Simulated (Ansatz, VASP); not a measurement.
**Sr2TeO: VASP beside Ansatz**

```
O Sr Te
1.0
     4.35631    0.00000    0.00000
     0.00000    4.35631    0.00000
     0.00000    0.00000    6.17239
O Sr Te
1 2 1
Direct
  0.00000 0.00000 0.00000
  0.00000 0.00000 0.50000
  0.50000 0.50000 0.00000
  0.50000 0.50000 0.50000
```

Alike in both runs: task single point; functional PBE; k mesh 6 × 6 × 4; occupations fermi-dirac, width 0.02 eV; no spin polarisation.

```csv
,VASP,Ansatz
version,VASP 6.6.1,Ansatz 0.2.0
potentials or method,"VASP PAW PBE potentials, release 64 (O, Sr_sv, Te)","plane waves, PAW"
plane-wave cutoff (eV),520,420
valence electrons in the cell,32,42
```

VASP gave:

- gap on the k mesh at the Fermi level (eV): 1.45
- pressure (GPa): 0.6

Question: Estimate Ansatz's values.

Answer: gap on the k mesh at the Fermi level (eV): 1.47; pressure (GPa): 0.5.

VASP's potentials hold 32 valence electrons a cell and Ansatz's 42, so a difference there can come from the potentials and not from the codes.

Neither program's run includes spin-orbit coupling.
